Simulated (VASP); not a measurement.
Runs of VASP 6.6.1 on GaP. The structure is that of space group F-43m (No. 216), or close to it. The cells are those of the table. 

```tsv
task	level	cell	k mesh	cutoff (eV)	share of exact exchange	screening parameter	gap on the mesh (eV)	pressure (GPa)
single point	B3LYP	a = 3.905 Å, angles 60.0°, 2 atoms	4 × 4 × 4	520	0.2	-	(b)	0.6
relaxation of cell and atoms	HF	relaxed from a = 3.854 Å, angles 60.0°, 2 atoms	4 × 4 × 4	600	1	-	7.92	0.0
single point	HSE06	a = 3.854 Å, angles 60.0°, 2 atoms	6 × 6 × 6	520	0.25	0.2079 1/Å	2.29	0.6
single point	B3LYP	a = 3.775 Å, angles 60.0°, 2 atoms	4 × 4 × 4	520	0.2	-	2.82	10.9
single point	B3LYP	a = 3.828 Å, angles 60.0°, 2 atoms	4 × 4 × 4	520	0.2	-	2.90	6.1
single point	B3LYP	a = 3.802 Å, angles 60.0°, 2 atoms	4 × 4 × 4	520	0.2	-	2.86	(a)
single point	HF	a = 3.928 Å, angles 60.0°, 2 atoms	4 × 4 × 4	520	1	-	7.93	-0.6
single point	B3LYP	a = 3.854 Å, angles 60.0°, 2 atoms	4 × 4 × 4	520	0.2	-	2.94	4.1
single point	B3LYP	a = 3.880 Å, angles 60.0°, 2 atoms	4 × 4 × 4	520	0.2	-	2.88	(c)
```

Alike in all rows: potentials or basis VASP PAW PBE potentials, release 64 (Ga_d, P); no spin polarisation; smearing fermi-dirac 0.05 eV.

**Question.** Fill in the values left out.

**Answer.** (a) 8.4; (b) 2.76; (c) 2.3.

Caveats: some runs use coarse meshes; the PAW data sets were made with another functional, which shifts forces and pressure a little.

A k mesh can miss the band edges, and the runs leave out spin-orbit coupling on Ga.
